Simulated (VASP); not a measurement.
## Al2Au: single point with PBE

Crystal: Al2Au.

```xyz
3
Lattice="4.7472 0.0000 0.0000 -2.3736 4.1112 0.0000 0.0000 0.0000 2.7672" Properties=species:S:1:pos:R:3 pbc="T T T"
Al    0.0000    2.7408    1.3836
Al    2.3736    1.3704    1.3836
Au    0.0000    0.0000    0.0000
```

```json
{
  "Program": "VASP 6.6.1",
  "Task": "single point",
  "Functional": "PBE",
  "Potentials or basis": "VASP PAW PBE potentials, release 64 (Al, Au)",
  "Cutoff": "520 eV",
  "k mesh": "12 × 12 × 14",
  "Occupations": "gaussian, width 0.1 eV",
  "Spin": "no spin polarisation",
  "Dipole correction": "no",
  "Further INCAR settings": "ALGO = Normal; EDIFF = 1e-07; NBANDS = 16"
}
```

* Pressure: -0.1 GPa
* Band gap on the k mesh: zero (an odd number of electrons rules out a gap without spin polarisation)

Levels at points of the mesh, in eV from the Fermi level:
```
           k point  band 5  band 6  band 7  band 8  band 9  band 10  band 11  band 12  band 13  band 14
(0.00, 0.00, 0.00)   -3.55   -3.55   -2.00   -0.71   -0.71     0.10     0.10     0.77     8.11     8.81
(0.50, 0.00, 0.00)   -4.88   -3.59   -3.56   -3.56   -1.47     4.80     4.99     5.07     7.10     9.27
(0.00, 0.00, 0.50)   -4.62   -4.62   -1.37    1.29    1.29     1.38     4.32     5.06     5.06     5.11
(0.50, 0.00, 0.50)   -4.08   -3.23   -3.15   -1.44   -0.33     1.65     1.81     2.16     2.59     8.08
```

Run time: 2.9 min on 1 thread of AMD EPYC 7R13 (shared host), peak memory 0.25 GiB.

Caveat: spin-orbit coupling is left out, which moves the levels of the heavy elements.
